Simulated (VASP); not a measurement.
# BiAsSe (P4mm) in VASP: notebook

Runs on BiAsSe. Level: PBE. Tasks: single point.

Everything below comes from runs of VASP 6.6.1. Logs are shortened: lines on timing, memory, paths and dates and some standing lists are left out, and cuts for length are marked.

## (1) The cell of the first run

It takes space group P4mm (No. 99, tetragonal). The conventional cell has a = 3.917 Å, b = 3.917 Å, c = 5.490 Å, α = 90.00°, β = 90.00°, γ = 90.00°. Bi (site symmetry 4mm) has 4 As at 3.07 Å and 4 Se at 3.27 Å and 4 Bi at 3.92 Å within 4.0 Å. Within 3.2 Å of As (site symmetry 4mm) lie 2 Se at 2.42 to 3.07 Å and 4 Bi at 3.07 Å. Within 3.2 Å of Se (site symmetry 4mm) lie 2 As at 2.42 to 3.07 Å.

## (2) Single point, PBE

Contents of INCAR:

```
SYSTEM = BiAsSe
ALGO = Normal
EDIFF = 1E-7
ENCUT = 520
GGA = PE
ISIF = 2
ISMEAR = 0
LASPH = .True.
LCHARG = .True.
LELF = .True.
LREAL = .False.
LVHAR = .True.
LWAVE = .False.
NBANDS = 20
NELM = 100
PREC = Accurate
SIGMA = 0.1
```

Contents of KPOINTS:

```
k-points
0
Gamma
  4 4 4
  0 0 0
```

Contents of POSCAR:

```
BiAsSe
1.0
    3.9167645857      0.0000000000      0.0000000000
    0.0000000000      3.9167645857      0.0000000000
    0.0000000000      0.0000000000      5.4903358230
Bi As Se
1 1 1
Direct
    0.0000000000      0.0000000000      0.4816168293
    0.5000000000      0.5000000000      0.2402555378
    0.5000000000      0.5000000000      0.7996207429
```

Potentials or basis: VASP PAW PBE potentials, release 64 (Bi_d, As, Se).

Run with:

```
$ cat potpaw_PBE.64/Bi_d/POTCAR potpaw_PBE.64/As/POTCAR potpaw_PBE.64/Se/POTCAR > POTCAR
$ mpirun -np 1 vasp_std > vasp.out
```

OUTCAR:

```text
SYSTEM = BiAsSe
   EDIFF = 1E-7
   ENCUT = 520
   GGA = PE
   ISIF = 2
   ISMEAR = 0
   LASPH = .True.
   LREAL = .False.
   NELM = 100
   PREC = Accurate

 ion  position               nearest neighbor table
   1  0.000  0.000  0.482-   2 3.07   2 3.07   2 3.07   2 3.07   3 3.27   3 3.27   3 3.27   3 3.27

   2  0.500  0.500  0.240-   3 2.42   1 3.07   1 3.07   1 3.07   1 3.07
   3  0.500  0.500  0.800-   2 2.42   1 3.27   1 3.27   1 3.27   1 3.27

  LATTYP: Found a simple tetragonal cell.
 ALAT       =     3.9167645857
 C/A-ratio  =     1.4017528250

  Lattice vectors:

 A1 = (   3.9167645857,   0.0000000000,   0.0000000000)
 A2 = (   0.0000000000,   3.9167645857,   0.0000000000)
 A3 = (   0.0000000000,   0.0000000000,   5.4903358230)

Analysis of symmetry for initial positions (statically):
=====================================================================
 Subroutine PRICEL returns:
 Original cell was already a primitive cell.

 Routine SETGRP: Setting up the symmetry group for a
 simple tetragonal supercell.

 Subroutine GETGRP returns: Found  8 space group operations
 (whereof  8 operations were pure point group operations)
 out of a pool of 16 trial point group operations.

The static configuration has the point symmetry C_4v.

Analysis of symmetry for dynamics (positions and initial velocities):
=====================================================================
 Subroutine PRICEL returns:
 Original cell was already a primitive cell.

 Routine SETGRP: Setting up the symmetry group for a
 simple tetragonal supercell.

 Subroutine GETGRP returns: Found  8 space group operations
 (whereof  8 operations were pure point group operations)
 out of a pool of 16 trial point group operations.

The dynamic configuration has the point symmetry C_4v.

 Subroutine INISYM returns: Found  8 space group operations
 (whereof  8 operations are pure point group operations),
 and found     1 'primitive' translations

----------------------------------------------------------------------------------------

                                     Primitive cell

  volume of cell :      84.2275

  direct lattice vectors                    reciprocal lattice vectors
     3.916764586  0.000000000  0.000000000     0.255312766  0.000000000  0.000000000
     0.000000000  3.916764586  0.000000000     0.000000000  0.255312766  0.000000000
     0.000000000  0.000000000  5.490335823     0.000000000  0.000000000  0.182138221

  length of vectors
     3.916764586  3.916764586  5.490335823     0.255312766  0.255312766  0.182138221

  position of ions in fractional coordinates (direct lattice)
     0.000000000  0.000000000  0.481616829
     0.500000000  0.500000000  0.240255538
     0.500000000  0.500000000  0.799620743

  ion indices of the primitive-cell ions
   primitive index   ion index
                 1           1
                 2           2
                 3           3

----------------------------------------------------------------------------------------

 KPOINTS: k-points

Automatic generation of k-mesh.
 Grid dimensions read from file:
 generate k-points for:    4    4    4

 Generating k-lattice:

  Cartesian coordinates                     Fractional coordinates (reciprocal lattice)
     0.063828191  0.000000000  0.000000000     0.250000000  0.000000000  0.000000000
     0.000000000  0.063828191  0.000000000     0.000000000  0.250000000  0.000000000
     0.000000000  0.000000000  0.045534555     0.000000000  0.000000000  0.250000000

  Length of vectors
     0.063828191  0.063828191  0.045534555

  Shift w.r.t. Gamma in fractional coordinates (k-lattice)
     0.000000000  0.000000000  0.000000000

 Subroutine IBZKPT returns following result:
 ===========================================

 Found     18 irreducible k-points:

 Following reciprocal coordinates:
            Coordinates               Weight
  0.000000  0.000000  0.000000      1.000000
  0.250000  0.000000  0.000000      4.000000
  0.500000  0.000000  0.000000      2.000000
  0.250000  0.250000  0.000000      4.000000
  0.500000  0.250000  0.000000      4.000000
  0.500000  0.500000  0.000000      1.000000
[... 10 lines left out ...]
  0.500000  0.250000  0.500000      4.000000
  0.500000  0.500000  0.500000      1.000000
   k-points           NKPTS =     18   k-points in BZ     NKDIM =     18   number of bands    NBANDS=     20
   number of dos      NEDOS =    301   number of ions     NIONS =      3
   total plane-waves  NPLWV =  37800
   dimension x,y,z NGX =    30 NGY =   30 NGZ =   42
   dimension x,y,z NGXF=    60 NGYF=   60 NGZF=   84
   ions per type =               1   1   1
   NGX,Y,Z   is equivalent  to a cutoff of  12.73, 12.73, 12.72 a.u.
   NGXF,Y,Z  is equivalent  to a cutoff of  25.47, 25.47, 25.43 a.u.
 SYSTEM =  BiAsSe
   PREC   = accura    normal or accurate (medium, high low for compatibility)
   ISTART =      0    job   : 0-new  1-cont  2-samecut
   ICHARG =      2    charge: 1-file 2-atom 10-const
   ISPIN  =      1    spin polarized calculation?
   LNONCOLLINEAR =      F non collinear calculations
   LSORBIT =      F    spin-orbit coupling
   LASPH  =      T    aspherical Exc in radial PAW
   ENCUT  =  520.0 eV  38.22 Ry    6.18 a.u.   7.28  7.28 10.21*2*pi/ulx,y,z
   NELM   =    100;   NELMIN=  2; NELMDL= -5     # of ELM steps
   EDIFF  = 0.1E-06   stopping-criterion for ELM
   LREAL  =      F    real-space projection
   EDIFFG = 0.1E-05   stopping-criterion for IOM
   NSW    =      0    number of steps for IOM
   IBRION =     -1    ionic relax: 0-MD 1-quasi-New 2-CG
   NFREE  =      0    steps in history (QN), initial steepest desc. (CG)
   ISIF   =      2    stress and relaxation
   ISYM   =      2    0-nonsym 1-usesym 2-fastsym
   POTIM  = 0.5000    time-step for ionic-motion
   TEBEG  =    0.0;   TEEND  =   0.0 temperature during run
   PSTRESS=    0.0 pullay stress
   NELECT =      26.0000    total number of electrons
   NUPDOWN=      -1.0000    fix difference up-down
   EMIN   =  10.00;   EMAX   =-10.00  energy-range for DOS
   EFERMI =   0.00;   METHOD = LEGACY
   ISMEAR =     0;   SIGMA  =   0.10  broadening in eV -4-tet -1-fermi 0-gaus
   EFERMI_NEDOS =   21; number of points for ismear=-14 and -15
   IALGO  =     38    algorithm
   IMIX   =      4    mixing-type and parameters
     AMIX     =   0.40;   BMIX     =  1.00
     AMIX_MAG =   1.60;   BMIX_MAG =  1.00
  volume/ion in A,a.u.               =      28.08       189.47
  Fermi-wavevector in a.u.,A,eV,Ry     =   1.106406  2.090805 16.655368  1.224135
  Thomas-Fermi vector in A             =   2.242907
   LORBIT       =      0    0 simple, 1 ext, 2 COOP (PROOUT), +10 PAW based schemes
   GGA     = PE    functional components
   LHFCALC =     F    Hartree Fock is set to
   AEXX    =    0.0000 exact exchange contribution
   IVDW    =     0    specifies the selected vdW correction
   LEPSILON=     F    determine dielectric tensor
   LRPA    =     F    only Hartree local field effects (RPA)
 non-spin polarized calculation
 Gauss-broadening in eV      SIGMA  =   0.10
  energy-cutoff  :      520.00
  volume of cell :       84.23
 maximum number of plane-waves:      2308
 NGX is ok and might be reduce to    30
   NGX = 15   NGY = 15   NGZ = 21

 number of electron      25.9999997 magnetization

 Free energy of the ion-electron system (eV)
  ---------------------------------------------------
  ext. energy  EPLUGINS =         0.00000000
  ---------------------------------------------------
  free energy    TOTEN  =       -11.89273407 eV

  energy without entropy =      -11.88993429  energy(sigma->0) =      -11.89133418

 E-fermi :   4.9817     XC(G=0):  -9.4150

 val. band max:        4.9556318153   @ k =   0.5000   0.0000   0.5000
 cond. band min:       5.2095933079   @ k =   0.5000   0.2500   0.5000
 fundamental gap:      0.2539614926
 Fermi energy:         4.9817192818

 k-point     1 :       0.0000    0.0000    0.0000
  band No.  band energies     occupation
      1     -18.4490      2.00000
      2     -18.4015      2.00000
      3     -18.3974      2.00000
      4     -18.3759      2.00000
      5     -18.3759      2.00000
      6      -9.5024      2.00000
[... 12 lines left out ...]
     19      10.2639      0.00000
     20      12.5665      0.00000

 k-point     2 :       0.2500    0.0000    0.0000
  band No.  band energies     occupation
      1     -18.4344      2.00000
      2     -18.4093      2.00000
      3     -18.3878      2.00000
      4     -18.3842      2.00000
      5     -18.3748      2.00000
      6      -9.1407      2.00000
[... 12 lines left out ...]
     19      11.0243      0.00000
     20      12.0481      0.00000

 k-point     3 :       0.5000    0.0000    0.0000
  band No.  band energies     occupation
      1     -18.4248      2.00000
      2     -18.4171      2.00000
      3     -18.3927      2.00000
      4     -18.3738      2.00000
      5     -18.3730      2.00000
      6      -8.6398      2.00000
[... 12 lines left out ...]
     19      12.0822      0.00000
     20      12.7528      0.00000

 k-point     4 :       0.2500    0.2500    0.0000
  band No.  band energies     occupation
      1     -18.4194      2.00000
      2     -18.4150      2.00000
      3     -18.3838      2.00000
      4     -18.3824      2.00000
      5     -18.3823      2.00000
      6      -8.8390      2.00000
[... 12 lines left out ...]
     19      12.1823      0.00000
     20      13.5785      0.00000

 k-point     5 :       0.5000    0.2500    0.0000
  band No.  band energies     occupation
      1     -18.4293      2.00000
      2     -18.4016      2.00000
      3     -18.3908      2.00000
      4     -18.3813      2.00000
      5     -18.3721      2.00000
      6      -8.4632      2.00000
[... 12 lines left out ...]
     19      11.9933      0.00000
     20      12.8944      0.00000
[... 215 lines left out ...]
      6      -8.2343      2.00000
[... 12 lines left out ...]
     19      11.8199      0.00000
     20      12.5065      0.00000

 k-point    16 :       0.2500    0.2500    0.5000
  band No.  band energies     occupation
      1     -18.4193      2.00000
      2     -18.4149      2.00000
      3     -18.3840      2.00000
      4     -18.3825      2.00000
      5     -18.3821      2.00000
      6      -8.3043      2.00000
[... 12 lines left out ...]
     19      12.6431      0.00000
     20      13.1488      0.00000

 k-point    17 :       0.5000    0.2500    0.5000
  band No.  band energies     occupation
      1     -18.4291      2.00000
      2     -18.4016      2.00000
      3     -18.3912      2.00000
      4     -18.3815      2.00000
      5     -18.3717      2.00000
      6      -8.1208      2.00000
[... 12 lines left out ...]
     19      13.1189      0.00000
     20      14.2634      0.00000

 k-point    18 :       0.5000    0.5000    0.5000
  band No.  band energies     occupation
      1     -18.4411      2.00000
      2     -18.3891      2.00000
      3     -18.3891      2.00000
      4     -18.3800      2.00000
      5     -18.3692      2.00000
      6      -8.0006      2.00000
[... 12 lines left out ...]
     19      13.5034      0.00000
     20      13.5034      0.00000

------------------------ aborting loop because EDIFF is reached ----------------------------------------

  FORCE on cell =-STRESS in cart. coord.  units (eV):
  Direction    XX          YY          ZZ          XY          YZ          ZX
  --------------------------------------------------------------------------------------
  -------------------------------------------------------------------------------------
  Total        0.0081062      0.0081062      0.1054147      0.0000000      0.0000000      0.0000000
  in kB        0.1541963      0.1541963      2.0052013      0.0000000      0.0000000      0.0000000
  external PRESSURE =       0.7711980 kB  Pullay stress =       0.0000000 kB

 VOLUME and BASIS-vectors are now :
 -----------------------------------------------------------------------------
  energy-cutoff  :      520.00
  volume of cell :       84.23
      direct lattice vectors                 reciprocal lattice vectors
     3.916764586  0.000000000  0.000000000     0.255312766  0.000000000  0.000000000
     0.000000000  3.916764586  0.000000000     0.000000000  0.255312766  0.000000000
     0.000000000  0.000000000  5.490335823     0.000000000  0.000000000  0.182138221

 POSITION                                       TOTAL-FORCE (eV/Angst)
 -----------------------------------------------------------------------------------
      0.00000      0.00000      2.64424         0.000000      0.000000     -0.005265
      1.95838      1.95838      1.31908         0.000000     -0.000000      0.027272
      1.95838      1.95838      4.39019         0.000000     -0.000000     -0.022007
 -----------------------------------------------------------------------------------
    total drift:                                0.000000      0.000000      0.000457

  FREE ENERGIE OF THE ION-ELECTRON SYSTEM (eV)
  ---------------------------------------------------
  free  energy   TOTEN  =       -11.8927340684 eV

  energy  without entropy=      -11.8899342863  energy(sigma->0) =      -11.89133418
```

Run time: 16 s. Hardware: 1 thread of Intel Xeon 6975P-C (Granite Rapids), shared host; peak memory 0.2 GiB.

What came out:

* Free energy: -11.8927 eV
* Pressure: 0.1 GPa
* Largest force: 0.027 eV/Å
* Band gap on the k mesh: zero (band 13 reaches 5.65 eV, above the bottom of band 14 at 4.04 eV)

Forces on the atoms (eV/Å):
```
Bi   0.000  0.000 -0.005
As   0.000  0.000  0.027
Se   0.000  0.000 -0.022
```

Caveat: the k points lie up to 0.40 Å⁻¹ apart; spin-orbit coupling is left out, which moves the levels of the heavy elements.

## (3) Single point, PBE

This run uses another cell than the first one, of 28.30 Å³/atom, 1.008 times its volume.

Contents of INCAR:

```
ALGO = Normal
EDIFF = 1E-7
ENCUT = 520
GGA = PE
ISIF = 2
ISMEAR = 0
LASPH = True
LCHARG = False
LREAL = False
LWAVE = False
NBANDS = 20
NELM = 100
PREC = Accurate
SIGMA = 0.1
```

Contents of KPOINTS:

```
k-points
0
Gamma
  4 4 4
```

Contents of POSCAR:

```
BiAsSe
1.0
    4.7304186200      0.0000000000      0.0000000000
    0.0000000000      4.7304186200      0.0000000000
    0.0000000000      0.0000000000      3.7944080400
Bi As Se
1 1 1
Direct
    0.0000000000      0.0000000000      0.6041052800
    0.5000000000      0.5000000000      0.1372385500
    0.5000000000      0.5000000000      0.7801492800
```

Potentials or basis: VASP PAW PBE potentials, release 64 (Bi_d, As, Se).

Run with:

```
$ cat potpaw_PBE.64/Bi_d/POTCAR potpaw_PBE.64/As/POTCAR potpaw_PBE.64/Se/POTCAR > POTCAR
$ mpirun -np 1 vasp_std > vasp.out
```

Run time: 12 s. Hardware: 1 thread of Intel Xeon 6975P-C (Granite Rapids), shared host; peak memory 0.19 GiB.

It converged, with:

| Quantity | Value |
| --- | --- |
| Free energy | 22.1506 eV |
| Pressure | 122.7 GPa |
| Largest force | 135.455 eV/Å |
| Band gap on the k mesh | zero (band 13 reaches 5.58 eV, above the bottom of band 14 at 4.71 eV) |

Forces on the atoms (eV/Å):
```
Bi     0.000    0.000   -0.974
As     0.000    0.000  135.455
Se     0.000    0.000 -134.481
```

Stress tensor (GPa, compression positive):
```
 -0.34   0.00   0.00
  0.00  -0.34   0.00
  0.00   0.00 368.73
```

Levels at points of the mesh, in eV from the Fermi level:
```tsv
k point	band 10	band 11	band 12	band 13	band 14	band 15	band 16	band 17
(0.00, 0.00, 0.00)	-6.92	-5.31	0.62	0.62	2.21	2.56	3.73	3.73
(0.50, 0.00, 0.00)	-7.07	-5.25	-1.32	-0.50	1.90	3.59	3.84	5.38
(0.50, 0.50, 0.00)	-7.04	-5.16	-0.06	-0.06	2.69	3.12	3.12	5.85
(0.00, 0.00, 0.50)	-6.87	-2.31	-1.17	-1.17	2.82	2.82	2.91	4.07
(0.50, 0.00, 0.50)	-6.78	-2.01	-0.23	-0.23	0.33	0.63	2.21	4.60
(0.50, 0.50, 0.50)	-7.19	-2.39	-2.39	-2.02	2.75	3.05	3.05	6.95
```

Caveat: the k points lie up to 0.41 Å⁻¹ apart; spin-orbit coupling is left out, which moves the levels of the heavy elements; forces of over 1 eV/Å act on the atoms, so gaps and moduli don't describe the material at rest.
